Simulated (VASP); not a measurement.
Wanted: the native input for a VASP 6.6.1 run.

- Task: single point
- Functional: PBE
- Potentials or basis: VASP PAW PBE potentials, release 64 (Si, As)
- Cutoff: 520 eV
- k mesh: 4 × 4 × 4
- Occupations: gaussian, width 0.1 eV
- Spin: no spin polarisation
- Dipole correction: no
- Further INCAR settings: ALGO = Normal; EDIFF = 1e-06; NBANDS = 20

The structure of SiAs4 lies in POSCAR:

```
SiAs4
1.0
    4.9434665000      0.0000000000      0.0000000000
    0.0000000000      4.9434665000      0.0000000000
    0.0000000000      0.0000000000      4.9434665000
Si As
1 4
Direct
    0.0000000000      0.0000000000      0.0000000000
    0.2500000000      0.2500000000      0.2500000000
    0.7500000000      0.7500000000      0.2500000000
    0.2500000000      0.7500000000      0.7500000000
    0.7500000000      0.2500000000      0.7500000000
```

The input as run:

INCAR

```
SYSTEM = SiAs4
  PREC = Accurate
  ENCUT = 520
  EDIFF = 1E-6
  ISMEAR = 0
  SIGMA = 0.1
  LREAL = .FALSE.
  LASPH = .TRUE.
  NELM = 60
  ALGO = Normal
  ISIF = 2
  LWAVE = .FALSE.
  LCHARG = .TRUE.
  GGA = PE
  LELF = .TRUE.
  LVHAR = .TRUE.
  NBANDS = 20
```

KPOINTS

```
Automatic mesh
0
G
  4 4 4
  0 0 0
```

Potentials or basis: VASP PAW PBE potentials, release 64 (Si, As).

Launch:

```console
$ cat potpaw_PBE.64/Si/POTCAR potpaw_PBE.64/As/POTCAR > POTCAR
$ mpirun -np 1 vasp_std > vasp.out
```

Results of the run:

```yaml
Pressure: 7.6 GPa
Band_gap_on_the_k_mesh: zero (band 12 reaches 5.06 eV, above the bottom of band 13 at 3.52 eV)
```

Wall time 16 s on 1 thread of Intel(R) Xeon(R) 6975P-C (Granite Rapids) (shared host), peak memory 0.23 GiB.
